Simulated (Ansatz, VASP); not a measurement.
## One calculation of C, two programs

Contents of INCAR:

```
ALGO = Normal
EDIFF = 1E-6
ENCUT = 520
ISIF = 2
ISMEAR = 0
LASPH = T
LCHARG = T
LELF = T
LREAL = F
LVHAR = T
LWAVE = F
NBANDS = 11
NELM = 100
PREC = Accurate
SIGMA = 0.05
```

The input KPOINTS:

```
k-points
0
Gamma
  12 12 12
```

File POSCAR:

```
C
1.0
    0.0000000000      1.7800050145      1.7376408951
    1.7800050145      0.0000000000      1.7376408951
    1.7800050145      1.7800050145      0.0000000000
C
2
Direct
    0.5000000000      0.5000000000      0.5000000000
    0.7500000000      0.7500000000      0.7500000000
```

Input for Ansatz:

```yaml
crystal:
  lattice:
    - [0.0, 1.7800050145, 1.7376408951]
    - [1.7800050145, 0.0, 1.7376408951]
    - [1.7800050145, 1.7800050145, 0.0]
  atoms:
    - { symbol: C, position: [0.5, 0.5, 0.5] }
    - { symbol: C, position: [0.75, 0.75, 0.75] }
basis:
  ecutwfc: 520.0
kpoints:
  mp_grid: { grid: [12, 12, 12] }
hamiltonian:
  xc: lda
  pseudopotentials: { kind: paw, azcp: { folder: soft_1 } }
scf:
  occupations: { method: gaussian, width: 0.05 }
output:
  forces: true
  stress: true
  eigenvalues: true
```

Alike in both runs: task single point; functional LDA; k mesh 12 × 12 × 12; occupations gaussian, width 0.05 eV; no spin polarisation.

|  | VASP | Ansatz |
| --- | --- | --- |
| version | VASP 6.6.1 | Ansatz 0.2.0 |
| potentials or method | VASP PAW LDA potentials, release 64 (C), cutoff 520 eV | scalar-relativistic, plane waves, PAW |
| valence electrons in the cell | 8 | 8 |

```csv
,VASP,Ansatz,Ansatz less VASP
gap on the k mesh at the Fermi level (eV),3.58,3.59,+0.008
least direct gap on the mesh (eV),5.19,5.19,-0.002
pressure (GPa),1.7,0.0,-1.70
"traceless stress, the component that is largest in VASP (GPa)",14.95,14.97,+0.025
```

Ansatz warns that its potentials were made for another functional, while VASP's fit it. LDA's correlation is that of Perdew and Zunger in VASP and of Perdew and Wang (1992) in Ansatz.
